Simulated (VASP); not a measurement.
A run of VASP 6.6.1:

File INCAR:

```
  PREC = Accurate
  ENCUT = 600
  EDIFF = 1E-6
  ISMEAR = 0
  SIGMA = 0.1
  LREAL = F
  LASPH = T
  NELM = 120
  ALGO = Normal
  ISIF = 2
  LWAVE = F
  LCHARG = F
  GGA = PS
  NBANDS = 32
  GGA_COMPAT = F
```

File KPOINTS:

```
regular mesh
0
Gamma
  8 8 12
```

File POSCAR:

```
TaO2
1.0
    4.9508763151      0.0000000000      0.0000000000
    0.0000000000      4.9508763151      0.0000000000
    0.0000000000      0.0000000000      2.8508739376
Ta O
2 4
Direct
    0.0000000000      0.0000000000      0.5000000000
    0.5000000000      0.5000000000      0.0000000000
    0.7134344484      0.2865655516      0.5000000000
    0.2865655516      0.7134344484      0.5000000000
    0.2134344484      0.2134344484      0.0000000000
    0.7865655516      0.7865655516      0.0000000000
```

Potentials or basis: VASP PAW PBE potentials, release 64 (Ta_pv, O).

The run is started by

```bash
$ cat potpaw_PBE.64/Ta_pv/POTCAR potpaw_PBE.64/O/POTCAR > POTCAR
$ mpirun -np 1 vasp_std > vasp.out
```

Hardware: 1 thread of Oxide Virtual Turin-like Processor (shared host).

**Question.** Estimate the wall time of this run.

**Answer.** It took 3.4 min on 1 thread of Oxide Virtual Turin-like Processor (shared host), peak memory 0.32 GiB. Counts: scf iterations 13, k points 105.
